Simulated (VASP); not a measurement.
# Be3ZnSe4 (P3m1) in VASP: further runs, part 2 of 2

VASP 6.6.1.

## Step 4: Relaxation of shape and atoms at fixed volume, PBE (volume scaled by 1.06)

File INCAR:

```
SYSTEM = Be3ZnSe4
PREC     = Accurate       ! precision mode
ENCUT    = 600            ! plane-wave cutoff, eV
EDIFF    = 1E-7           ! SCF threshold, eV
ISMEAR   = 0              ! smearing method
SIGMA    = 0.02           ! smearing width, eV
LREAL    = .False.        ! projectors in reciprocal space
LASPH    = .True.         ! aspherical terms in the spheres
NELM     = 100            ! most SCF steps
ALGO     = Normal         ! electronic algorithm
ISIF     = 4              ! what is computed and relaxed
LWAVE    = .False.        ! write WAVECAR
LCHARG   = .False.        ! write CHGCAR
GGA      = PE             ! functional
IBRION   = 2              ! ionic algorithm
NSW      = 50             ! ionic steps
EDIFFG   = -0.01          ! ionic threshold
```

File KPOINTS:

```
regular mesh
0
Gamma
  6 6 2
  0 0 0
```

File POSCAR:

```
Be3ZnSe4
1.0
    3.8227916675      0.0000000295      0.0000000000
   -1.9113958593      3.3106346827      0.0000000000
    0.0000000000      0.0000000000     12.6415838345
Be Zn Se
3 1 4
Direct
    0.6666666667      0.3333333333      0.0124836166
    0.6666666667      0.3333333333      0.4931566635
    0.0000000000      0.0000000000      0.2532600920
    0.0000000000      0.0000000000      0.7555383986
    0.6666666667      0.3333333333      0.1938812175
    0.6666666667      0.3333333333      0.6733709524
    0.0000000000      0.0000000000      0.4344360877
    0.0000000000      0.0000000000      0.9538729716
```

The run is started by

```console
> cat potpaw_PBE.64/Be/POTCAR potpaw_PBE.64/Zn/POTCAR potpaw_PBE.64/Se/POTCAR > POTCAR
> mpirun -np 1 vasp_std > vasp.out
```

It took 6.7 min on 1 thread of Intel Xeon 8259CL, shared host; peak memory 0.38 GiB.

It converged, with:

```
Free energy                  : -32.1649 eV
Energy gained by relaxing    : 0.0 meV/atom
Ionic steps                  : 5
Pressure after relaxing      : -3.4 GPa
Largest force after relaxing : 0.008 eV/Å
Band gap on the k mesh       : 2.41 eV, direct
```

Forces in eV/Å, atoms in the order of the input:
```
Be   0.000  0.000 -0.003
Be   0.000  0.000  0.004
Be   0.000  0.000 -0.003
Zn   0.000  0.000 -0.005
Se   0.000  0.000  0.006
Se   0.000  0.000 -0.003
Se   0.000  0.000  0.008
Se   0.000  0.000 -0.004
```

Step by step:
```csv
step,energy change (eV),largest force (eV/Å),pressure (GPa),volume (Å³)
1,0.0000,0.0596,-3.46,159.99
2,-0.0003,0.0306,-3.45,159.99
3,-0.0003,0.0132,-3.44,159.99
4,-0.0003,0.0142,-3.44,159.99
5,-0.0003,0.0078,-3.44,159.99
```

Final structure:
```
Be Zn Se
1.0
     3.82486    0.00000    0.00000
    -1.91243    3.31243    0.00000
     0.00000    0.00000   12.62791
Be Zn Se
3 1 4
Direct
  0.66667 0.33333 0.01256
  0.66667 0.33333 0.49323
  0.00000 0.00000 0.25328
  0.00000 0.00000 0.75507
  0.66667 0.33333 0.19388
  0.66667 0.33333 0.67365
  0.00000 0.00000 0.43442
  0.00000 0.00000 0.95391
```

Levels at points of the mesh, in eV from the valence-band top:
| k point | band 19 | band 20 | band 21 | band 22 | band 23 | band 24 |
| --- | --- | --- | --- | --- | --- | --- |
| (0.00, 0.00, 0.00) | -0.52 | 0.00 | 0.00 | 2.41 | 3.01 | 3.40 |
| (0.50, 0.00, 0.00) | -1.96 | -1.84 | -1.03 | 2.66 | 2.93 | 3.28 |
| (0.00, 0.00, 0.50) | -0.68 | -0.02 | -0.02 | 3.00 | 3.07 | 3.29 |
| (0.50, 0.00, 0.50) | -1.81 | -1.67 | -1.11 | 2.67 | 3.00 | 3.07 |

Caveat: the cell differs from its parent crystal (volume scaled by 1.06).

## Step 5: Relaxation of shape and atoms at fixed volume, PBE (volume scaled by 1.10)

File INCAR:

```
SYSTEM = Be3ZnSe4
PREC     = Accurate       ! precision mode
ENCUT    = 600            ! plane-wave cutoff, eV
EDIFF    = 1E-7           ! SCF threshold, eV
ISMEAR   = 0              ! smearing method
SIGMA    = 0.02           ! smearing width, eV
LREAL    = .FALSE.        ! projectors in reciprocal space
LASPH    = .TRUE.         ! aspherical terms in the spheres
NELM     = 60             ! most SCF steps
ALGO     = Normal         ! electronic algorithm
ISIF     = 4              ! what is computed and relaxed
LWAVE    = .FALSE.        ! write WAVECAR
LCHARG   = .FALSE.        ! write CHGCAR
GGA      = PE             ! functional
IBRION   = 2              ! ionic algorithm
NSW      = 50             ! ionic steps
EDIFFG   = -0.01          ! ionic threshold
```

File KPOINTS:

```
regular mesh
0
G
  6 6 2
  0 0 0
```

File POSCAR:

```
Be3ZnSe4
1.0
    3.8721593668      0.0000000299      0.0000000000
   -1.9360797093      3.3533883642      0.0000000000
    0.0000000000      0.0000000000     12.7862480038
Be Zn Se
3 1 4
Direct
    0.6666666667      0.3333333333      0.0124705488
    0.6666666667      0.3333333333      0.4934504814
    0.0000000000      0.0000000000      0.2533693565
    0.0000000000      0.0000000000      0.7548612959
    0.6666666667      0.3333333333      0.1938529747
    0.6666666667      0.3333333333      0.6737669419
    0.0000000000      0.0000000000      0.4345548231
    0.0000000000      0.0000000000      0.9536735776
```

Potentials or basis: VASP PAW PBE potentials, release 64 (Be, Zn, Se).

The run is started by

```console
> cat potpaw_PBE.64/Be/POTCAR potpaw_PBE.64/Zn/POTCAR potpaw_PBE.64/Se/POTCAR > POTCAR
> mpirun -np 1 vasp_std > vasp.out
```

OUTCAR:

```text
SYSTEM = Be3ZnSe4
   PREC = Accurate
   ENCUT = 600
   EDIFF = 1E-7
   ISMEAR = 0
   LREAL = .FALSE.
   LASPH = .TRUE.
   NELM = 60
   ISIF = 4
   GGA = PE
   IBRION = 2
   NSW = 50
   EDIFFG = -0.01

 ion  position               nearest neighbor table
   1  0.667  0.333  0.012-   5 2.32   8 2.36   8 2.36   8 2.36
   2  0.667  0.333  0.493-   6 2.31   7 2.36   7 2.36   7 2.36
   3  0.000  0.000  0.253-   7 2.32   5 2.36   5 2.36   5 2.36
   4  0.000  0.000  0.755-   6 2.46   6 2.46   6 2.46   8 2.54
   5  0.667  0.333  0.194-   1 2.32   3 2.36   3 2.36   3 2.36
   6  0.667  0.333  0.674-   2 2.31   4 2.46   4 2.46   4 2.46
   7  0.000  0.000  0.435-   3 2.32   2 2.36   2 2.36   2 2.36
   8  0.000  0.000  0.954-   1 2.36   1 2.36   1 2.36   4 2.54

  LATTYP: Found a hexagonal cell.
 ALAT       =     3.8721593668
 C/A-ratio  =     3.3020975617

  Lattice vectors:

 A1 = (   3.8721593668,   0.0000000299,   0.0000000000)
 A2 = (  -1.9360797093,   3.3533883642,   0.0000000000)
 A3 = (   0.0000000000,   0.0000000000,  12.7862480038)

Analysis of symmetry for initial positions (statically):
=====================================================================
 Subroutine PRICEL returns:
 Original cell was already a primitive cell.

 Routine SETGRP: Setting up the symmetry group for a
 hexagonal supercell.

 Subroutine GETGRP returns: Found  6 space group operations
 (whereof  6 operations were pure point group operations)
 out of a pool of 24 trial point group operations.

The static configuration has the point symmetry C_3v.

Analysis of symmetry for dynamics (positions and initial velocities):
=====================================================================
 Subroutine PRICEL returns:
 Original cell was already a primitive cell.

 Routine SETGRP: Setting up the symmetry group for a
 hexagonal supercell.

 Subroutine GETGRP returns: Found  6 space group operations
 (whereof  6 operations were pure point group operations)
 out of a pool of 24 trial point group operations.
[... 110 lines left out ...]
   POTIM  = 0.5000    time-step for ionic-motion
   TEBEG  =    0.0;   TEEND  =   0.0 temperature during run
   PSTRESS=    0.0 pullay stress
   NELECT =      42.0000    total number of electrons
   NUPDOWN=      -1.0000    fix difference up-down
   EMIN   =  10.00;   EMAX   =-10.00  energy-range for DOS
   EFERMI =   0.00;   METHOD = LEGACY
   ISMEAR =     0;   SIGMA  =   0.02  broadening in eV -4-tet -1-fermi 0-gaus
   EFERMI_NEDOS =   21; number of points for ismear=-14 and -15
   IALGO  =     38    algorithm
   IMIX   =      4    mixing-type and parameters
     AMIX     =   0.40;   BMIX     =  1.00
     AMIX_MAG =   1.60;   BMIX_MAG =  1.00
  volume/ion in A,a.u.               =      20.75       140.05
  Fermi-wavevector in a.u.,A,eV,Ry     =   1.035375  1.956576 14.585477  1.072002
  Thomas-Fermi vector in A             =   2.169716
   LORBIT       =      0    0 simple, 1 ext, 2 COOP (PROOUT), +10 PAW based schemes
   GGA     = PE    functional components
   LHFCALC =     F    Hartree Fock is set to
   AEXX    =    0.0000 exact exchange contribution
   IVDW    =     0    specifies the selected vdW correction
   LEPSILON=     F    determine dielectric tensor
   LRPA    =     F    only Hartree local field effects (RPA)
 conjugate gradient relaxation of ions
 non-spin polarized calculation
 Gauss-broadening in eV      SIGMA  =   0.02
  energy-cutoff  :      600.00
  volume of cell :      166.03
 maximum number of plane-waves:      5577
 NGX is ok and might be reduce to    32
   NGX = 15   NGY = 15   NGZ = 51

--------------------------------------- Ionic step        1  -------------------------------------------

 number of electron      42.0000016 magnetization

 Free energy of the ion-electron system (eV)
  ---------------------------------------------------
  ext. energy  EPLUGINS =         0.00000000
  ---------------------------------------------------
  free energy    TOTEN  =       -31.99886772 eV

  energy without entropy =      -31.99886772  energy(sigma->0) =      -31.99886772

------------------------ aborting loop because EDIFF is reached ----------------------------------------

  FORCE on cell =-STRESS in cart. coord.  units (eV):
  Direction    XX          YY          ZZ          XY          YZ          ZX
  --------------------------------------------------------------------------------------
  -------------------------------------------------------------------------------------
  Total       -5.4650809     -5.4650809     -5.6432886      0.0000000      0.0000000     -0.0000000
  in kB      -52.7384031    -52.7384031    -54.4581193      0.0000000      0.0000000     -0.0000000
  external PRESSURE =     -53.3116419 kB  Pullay stress =       0.0000000 kB
[... 155 lines left out ...]
--------------------------------------- Ionic step        5  -------------------------------------------

 number of electron      42.0000016 magnetization

 Free energy of the ion-electron system (eV)
  ---------------------------------------------------
  ext. energy  EPLUGINS =         0.00000000
  ---------------------------------------------------
  free energy    TOTEN  =       -31.99938665 eV

  energy without entropy =      -31.99938665  energy(sigma->0) =      -31.99938665

 E-fermi :   2.2649     XC(G=0):  -8.9205

 val. band max:        2.1647746909   @ k =   0.0000   0.0000   0.0000
 cond. band min:       4.4325595457   @ k =   0.0000   0.0000   0.0000
 fundamental gap:      2.2677848548
 Fermi energy:         2.2649004626

 k-point     1 :       0.0000    0.0000    0.0000
  band No.  band energies     occupation
      1     -11.1290      2.00000
      2     -10.7623      2.00000
      3     -10.6435      2.00000
      4     -10.1660      2.00000
      5      -4.2693      2.00000
      6      -4.2693      2.00000
[... 430 lines left out ...]
  FREE ENERGIE OF THE ION-ELECTRON SYSTEM (eV)
  ---------------------------------------------------
  free  energy   TOTEN  =       -31.9993866517 eV

  energy  without entropy=      -31.9993866517  energy(sigma->0) =      -31.99938665

 reached required accuracy - stopping structural energy minimisation
```

OSZICAR:

```text
N       E                     dE             d eps       ncg     rms          rms(c)
DAV:   1     0.260303143788E+03    0.26030E+03   -0.18820E+04   728   0.163E+03
DAV:   2    -0.772709800812E+00   -0.26108E+03   -0.25322E+03   824   0.312E+02
DAV:   3    -0.316836723679E+02   -0.30911E+02   -0.30616E+02   892   0.110E+02
[... 41 lines left out ...]
DAV:   1    -0.319993811530E+02   -0.29275E-04   -0.57217E-03   740   0.404E-01    0.174E-02
DAV:   2    -0.319993875691E+02   -0.64161E-05   -0.94146E-05   950   0.535E-02    0.718E-03
DAV:   3    -0.319993869437E+02    0.62546E-06   -0.24169E-06   952   0.958E-03    0.506E-03
DAV:   4    -0.319993866676E+02    0.27609E-06   -0.68750E-07   942   0.520E-03    0.205E-03
DAV:   5    -0.319993866517E+02    0.15852E-07   -0.23931E-07   692   0.327E-03
   5 F= -.31999387E+02 E0= -.31999387E+02  d E =-.348150E-04
```

CONTCAR:

```text
Be3ZnSe4
   1.00000000000000
     3.8749085673483088    0.0000000299218992   -0.0000000000000000
    -1.9374543095919627    3.3557692417041158    0.0000000000000000
     0.0000000000000000    0.0000000000000000   12.7681110648406229
  Be              Zn              Se
     3     1     4
Direct
     0.6666666667000030    0.3333333332999970    0.0125965255418966
     0.6666666667000030    0.3333333332999970    0.4935316888215126
     1.0000000000000000    1.0000000000000000    0.2534054905952220
     0.0000000000000000    0.0000000000000000    0.7542907215193870
     0.6666666667000030    0.3333333332999970    0.1938534780253033
     0.6666666667000030    0.3333333332999970    0.6740888868160753
     0.0000000000000000    0.0000000000000000    0.4345166536851692
     1.0000000000000000    0.0000000000000000    0.9537165548954353

  0.00000000E+00  0.00000000E+00  0.00000000E+00
  0.00000000E+00  0.00000000E+00  0.00000000E+00
  0.00000000E+00  0.00000000E+00  0.00000000E+00
  0.00000000E+00  0.00000000E+00  0.00000000E+00
  0.00000000E+00  0.00000000E+00  0.00000000E+00
  0.00000000E+00  0.00000000E+00  0.00000000E+00
  0.00000000E+00  0.00000000E+00  0.00000000E+00
  0.00000000E+00  0.00000000E+00  0.00000000E+00
```

Run time: 8.2 min. Hardware: 1 thread of Intel Xeon 8259CL, shared host; peak memory 0.38 GiB.

What came out:

| Item | Value |
| --- | --- |
| Free energy | -31.9994 eV |
| Energy gained by relaxing | 0.1 meV/atom |
| Ionic steps | 5 |
| Pressure after relaxing | -5.3 GPa |
| Largest force after relaxing | 0.008 eV/Å |
| Band gap on the k mesh | 2.27 eV, direct |

Forces in eV/Å, atoms in the order of the input:
```
Be   0.000  0.000 -0.001
Be   0.000  0.000  0.004
Be   0.000  0.000 -0.003
Zn   0.000  0.000 -0.007
Se   0.000  0.000  0.008
Se   0.000  0.000 -0.004
Se   0.000  0.000  0.008
Se   0.000  0.000 -0.004
```

The path:
| step | energy change (eV) | largest force (eV/Å) | pressure (GPa) | volume (Å³) |
| --- | --- | --- | --- | --- |
| 1 | 0.0000 | 0.0696 | -5.33 | 166.03 |
| 2 | -0.0004 | 0.0387 | -5.32 | 166.03 |
| 3 | -0.0005 | 0.0146 | -5.31 | 166.03 |
| 4 | -0.0005 | 0.0160 | -5.31 | 166.03 |
| 5 | -0.0005 | 0.0082 | -5.31 | 166.03 |

Final structure:
```
CELL_PARAMETERS angstrom
3.87491 0.00000 0.00000
-1.93745 3.35577 0.00000
0.00000 0.00000 12.76811
ATOMIC_POSITIONS crystal
Be 0.66667 0.33333 0.01260
Be 0.66667 0.33333 0.49353
Be 0.00000 0.00000 0.25341
Zn 0.00000 0.00000 0.75429
Se 0.66667 0.33333 0.19385
Se 0.66667 0.33333 0.67409
Se 0.00000 0.00000 0.43452
Se 0.00000 0.00000 0.95372
```

Caveat: the cell differs from its parent crystal (volume scaled by 1.10).

## Step 6: Overview

```tsv
task	cell	gap on the mesh (eV)	pressure (GPa)	largest force (eV/Å)
relaxation of cell and atoms	relaxed from a = 3.747, b = 3.747, c = 12.412 Å, angles 90.0, 90.0, 120.0°, 8 atoms	2.60	0.0	0.01
relaxation of shape and atoms at fixed volume	relaxed from a = 3.784, b = 3.784, c = 12.535 Å, angles 90.0, 90.0, 120.0°, 8 atoms	2.52	-1.8	0.01
relaxation of shape and atoms at fixed volume	relaxed from a = 3.823, b = 3.823, c = 12.642 Å, angles 90.0, 90.0, 120.0°, 8 atoms	2.41	-3.4	0.01
relaxation of shape and atoms at fixed volume	relaxed from a = 3.872, b = 3.872, c = 12.786 Å, angles 90.0, 90.0, 120.0°, 8 atoms	2.27	-5.3	0.01
```

Alike in all rows: level PBE; potentials or basis VASP PAW PBE potentials, release 64 (Be, Zn, Se); no spin polarisation; k mesh 6 × 6 × 2; cutoff (eV) 600; smearing gaussian 0.02 eV.

Total energies depend on the potentials used, so only differences within one code and one set of settings carry meaning.
